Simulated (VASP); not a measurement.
# BeS (sol) (F-43m) in VASP: a series of runs, part 2 of 2

VASP 6.6.1. The steps go on from the part before.

### Step 4. Relaxation of cell and atoms, PBEsol

Input file INCAR:

```
SYSTEM = BeS
  PREC = Accurate
  ENCUT = 600
  EDIFF = 1E-7
  ISMEAR = 0
  SIGMA = 0.02
  LREAL = .FALSE.
  LASPH = .TRUE.
  NELM = 120
  ALGO = Normal
  ISIF = 3
  LWAVE = .FALSE.
  LCHARG = .FALSE.
  GGA = PS
  IBRION = 2
  NSW = 100
  EDIFFG = -0.002
  GGA_COMPAT = .FALSE.
  NELMIN = 4
```

Input file KPOINTS:

```
Automatic mesh
0
G
  8 8 8
  0 0 0
```

Input file POSCAR:

```
BeS
1.0
    0.0000000000      2.4351516500      2.4351516500
    2.4351516500      0.0000000000      2.4351516500
    2.4351516500      2.4351516500      0.0000000000
Be S
1 1
Direct
    0.0000000000      0.0000000000      0.0000000000
    0.2500000000      0.2500000000      0.2500000000
```

Potentials or basis: VASP PAW PBE potentials, release 64 (Be, S).

The run is started by

```
cat potpaw_PBE.64/Be/POTCAR potpaw_PBE.64/S/POTCAR > POTCAR
mpirun -np 1 vasp_std > vasp.out
```

OUTCAR:

```text
SYSTEM = BeS
   PREC = Accurate
   ENCUT = 600
   EDIFF = 1E-7
   ISMEAR = 0
   LREAL = .FALSE.
   LASPH = .TRUE.
   NELM = 120
   ISIF = 3
   GGA = PS
   IBRION = 2
   NSW = 100
   EDIFFG = -0.002
   NELMIN = 4

 ion  position               nearest neighbor table
   1  0.000  0.000  0.000-   2 2.11   2 2.11   2 2.11   2 2.11
   2  0.250  0.250  0.250-   1 2.11   1 2.11   1 2.11   1 2.11

  LATTYP: Found a face centered cubic cell.
 ALAT       =     4.8703033000

  Lattice vectors:

 A1 = (   0.0000000000,   2.4351516500,   2.4351516500)
 A2 = (   2.4351516500,   0.0000000000,   2.4351516500)
 A3 = (   2.4351516500,   2.4351516500,   0.0000000000)

Analysis of symmetry for initial positions (statically):
=====================================================================
 Subroutine PRICEL returns:
 Original cell was already a primitive cell.

 Routine SETGRP: Setting up the symmetry group for a
 face centered cubic supercell.

 Subroutine GETGRP returns: Found 24 space group operations
 (whereof 24 operations were pure point group operations)
 out of a pool of 48 trial point group operations.

[... 169 lines left out ...]
  --------------------------------------------------------------------------------------
  -------------------------------------------------------------------------------------
  Total       -0.3048748     -0.3048748     -0.3048748      0.0000000      0.0000000     -0.0000000
  in kB      -16.9131309    -16.9131309    -16.9131309      0.0000000      0.0000000     -0.0000000
  external PRESSURE =     -16.9131309 kB  Pullay stress =       0.0000000 kB
[... 59 lines left out ...]
--------------------------------------- Ionic step        3  -------------------------------------------

 number of electron       7.9999999 magnetization

 Free energy of the ion-electron system (eV)
  ---------------------------------------------------
  ext. energy  EPLUGINS =         0.00000000
  ---------------------------------------------------
  free energy    TOTEN  =       -10.56442519 eV

  energy without entropy =      -10.56442519  energy(sigma->0) =      -10.56442519

 E-fermi :   4.3172     XC(G=0):  -9.9237

 val. band max:        4.2017988551   @ k =   0.0000   0.0000   0.0000
 cond. band min:       7.1172887689   @ k =   0.5000   0.5000   0.0000
 fundamental gap:      2.9154899138
 Fermi energy:         4.3172474227

 k-point     1 :       0.0000    0.0000    0.0000
  band No.  band energies     occupation
      1      -9.5533      2.00000
      2       4.2018      2.00000
      3       4.2018      2.00000
      4       4.2018      2.00000
      5       9.8091      0.00000
      6       9.8091      0.00000
      7       9.8091      0.00000
      8       9.9546      0.00000
[... 243 lines left out ...]
 k-point    24 :      -0.3750    0.2500    0.1250
  band No.  band energies     occupation
      1      -7.6211      2.00000
      2      -1.1544      2.00000
      3       1.3741      2.00000
      4       2.3225      2.00000
      5      10.1681      0.00000
      6      10.7171      0.00000
      7      13.3126      0.00000
      8      14.6479      0.00000

 [... further k-points ...]
[... 5 lines left out ...]
  --------------------------------------------------------------------------------------
  -------------------------------------------------------------------------------------
  Total        0.0002868      0.0002868      0.0002868      0.0000000      0.0000000      0.0000000
  in kB        0.0162004      0.0162004      0.0162004      0.0000000      0.0000000      0.0000000
  external PRESSURE =       0.0162004 kB  Pullay stress =       0.0000000 kB
[... 17 lines left out ...]
  FREE ENERGIE OF THE ION-ELECTRON SYSTEM (eV)
  ---------------------------------------------------
  free  energy   TOTEN  =       -10.5644251945 eV

  energy  without entropy=      -10.5644251945  energy(sigma->0) =      -10.56442519

 reached required accuracy - stopping structural energy minimisation
```

Run time: 9.5 s. Hardware: 1 thread of Intel Xeon 6975P-C (Granite Rapids), shared host; peak memory 0.15 GiB.

What came out:

```
Free energy                            : -10.5644 eV
Relaxed volume                         : 14.18 Å³/atom
Relaxed cell                           : a = 3.423 Å, b = 3.423 Å, c = 3.423 Å, α = 60.00°, β = 60.00°, γ = 60.00°
Space group after relaxing (to 0.05 Å) : F-43m (No. 216)
Energy gained by relaxing              : 1.4 meV/atom
Ionic steps                            : 3
Pressure after relaxing                : 0.0 GPa
Band gap on the k mesh                 : 2.92 eV, indirect (least direct gap 5.61 eV)
```

The path:
```csv
step,energy change (eV),largest force (eV/Å),pressure (GPa),volume (Å³)
1,0.0000,0.0000,-1.69,28.88
2,-0.0026,0.0000,0.40,28.25
3,-0.0028,0.0000,0.00,28.36
```

Final structure:
```cif
data_structure
_symmetry_space_group_name_H-M 'P 1'
_symmetry_Int_Tables_number 1
_cell_length_a 3.4231
_cell_length_b 3.4231
_cell_length_c 3.4231
_cell_angle_alpha 60.000
_cell_angle_beta 60.000
_cell_angle_gamma 60.000
_cell_volume 28.36
loop_
_atom_site_label
_atom_site_type_symbol
_atom_site_fract_x
_atom_site_fract_y
_atom_site_fract_z
_atom_site_occupancy
Be1 Be 0.00000 0.00000 0.00000 1
S1 S 0.25000 0.25000 0.25000 1
```

Levels at points of the mesh, in eV from the valence-band top:
| k point | band 2 | band 3 | band 4 | band 5 | band 6 | band 7 |
| --- | --- | --- | --- | --- | --- | --- |
| (0.00, 0.00, 0.00) | 0.00 | 0.00 | 0.00 | 5.61 | 5.61 | 5.61 |
| (0.50, 0.00, 0.00) | -5.90 | -1.05 | -1.05 | 5.40 | 6.48 | 6.48 |
| (0.50, 0.50, 0.00) | -5.10 | -2.69 | -2.69 | 2.92 | 4.81 | 12.79 |

Caveat: the PAW data sets were made with another functional, which shifts forces and pressure a little.

### Step 5. Overview

| task | cell | k mesh | smearing | gap on the mesh (eV) | pressure (GPa) |
| --- | --- | --- | --- | --- | --- |
| single point | a = 3.444 Å, angles 60.0°, 2 atoms | 6 × 6 × 6 | gaussian 0.1 eV | 2.95 | -1.6 |
| single point | a = 3.421 Å, angles 60.0°, 2 atoms | 8 × 8 × 8 | gaussian 0.02 eV | 2.91 | 0.2 |
| relaxation of cell and atoms | relaxed from a = 3.444 Å, angles 60.0°, 2 atoms | 8 × 8 × 8 | gaussian 0.02 eV | 2.92 | 0.0 |

Alike in all rows: level PBEsol; potentials or basis VASP PAW PBE potentials, release 64 (Be, S); no spin polarisation; cutoff (eV) 600.

Caveats: the PAW data sets were made with another functional, which shifts forces and pressure a little.

Total energies depend on the potentials used, so only differences within one code and one set of settings carry meaning.
